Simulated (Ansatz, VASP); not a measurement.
## In3GaP4 in VASP and in Ansatz

```
In Ga P
1.0
     3.95671    0.00000    0.00000
     0.00000    3.95671    0.00000
     0.00000    0.00000   11.19127
In Ga P
3 1 4
Direct
  0.00000 0.00000 0.75000
  0.50000 0.50000 0.00000
  0.00000 0.00000 0.25000
  0.50000 0.50000 0.50000
  0.00000 0.00000 0.00000
  0.50000 0.50000 0.25000
  0.00000 0.00000 0.50000
  0.50000 0.50000 0.75000
```

Alike in both runs: task single point; functional PBE; k mesh 4 × 4 × 2; occupations gaussian, width 0.1 eV; no spin polarisation.

|  | VASP | Ansatz |
| --- | --- | --- |
| version | VASP 6.6.1 | Ansatz 0.2.0 |
| potentials or method | VASP PAW PBE potentials, release 64 (In_d, Ga_d, P), cutoff 520 eV | scalar-relativistic, plane waves, PAW |
| valence electrons in the cell | 72 | 72 |

Ansatz gave:

| Property | Result |
| --- | --- |
| gap on the k mesh at the Fermi level (eV) | none |
| pressure (GPa) | -4.1 |
| traceless stress, the component that is largest in VASP (GPa) | -1.65 |
| rms of the force components (eV/Å) | 0.043 |

Problem. Estimate VASP's values.

Solution. gap on the k mesh at the Fermi level (eV): none; pressure (GPa): -4.1; traceless stress, the component that is largest in VASP (GPa): -1.64; rms of the force components (eV/Å): 0.042.

Atom by atom the forces differ by 0.001 eV/Å (rms over components). A gap of «none» marks a metal or a gap that the smearing closes. The functional is the same, so the differences come from potentials, cutoffs and numerics.

The k mesh is coarse, so the values compare programs but aren't converged.
